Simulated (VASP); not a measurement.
SnO2, 6 atoms in the cell. Symmetry: I4_1/amd, No. 141, tetragonal system. Conventional cell: a = 3.999 Å, b = 3.999 Å, c = 10.102 Å, α = 90.00°, β = 90.00°, γ = 90.00°. Sn (site symmetry -4m2) has 6 O at 2.05 to 2.06 Å within 2.7 Å. O (site symmetry 2mm) has 3 Sn at 2.05 to 2.06 Å and 2 O at 2.55 Å within 2.7 Å.  This cell differs from its parent crystal: strain -0.0100 x Voigt [0, 0, 1, 0, 0, 0].

* Program: VASP 6.6.1
* Task: single point
* Functional: r2SCAN
* Potentials or basis: VASP PAW PBE potentials, release 64 (Sn_d, O)
* Cutoff: 520 eV
* k mesh: 10 × 10 × 10
* Occupations: gaussian, width 0.05 eV
* Spin: no spin polarisation
* Dipole correction: no
* Further INCAR settings: ALGO = Normal; EDIFF = 1e-06; NBANDS = 35

Potentials or basis: VASP PAW PBE potentials, release 64 (Sn_d, O).

Run with:

```console
$ cat potpaw_PBE.64/Sn_d/POTCAR potpaw_PBE.64/O/POTCAR > POTCAR
$ cp INCAR.step1 INCAR
$ mpirun -np 1 vasp_std > vasp.out
$ cp INCAR.step2 INCAR
$ mpirun -np 1 vasp_std > vasp.out
```

Hardware: 1 thread of Oxide Virtual Turin-like Processor, on a shared host.

Problem. Estimate the wall time of this run.

Solution. Run time: 60 min on 1 thread of Oxide Virtual Turin-like Processor, with other jobs on the host, peak memory 0.45 GiB. Counts: k points 102.
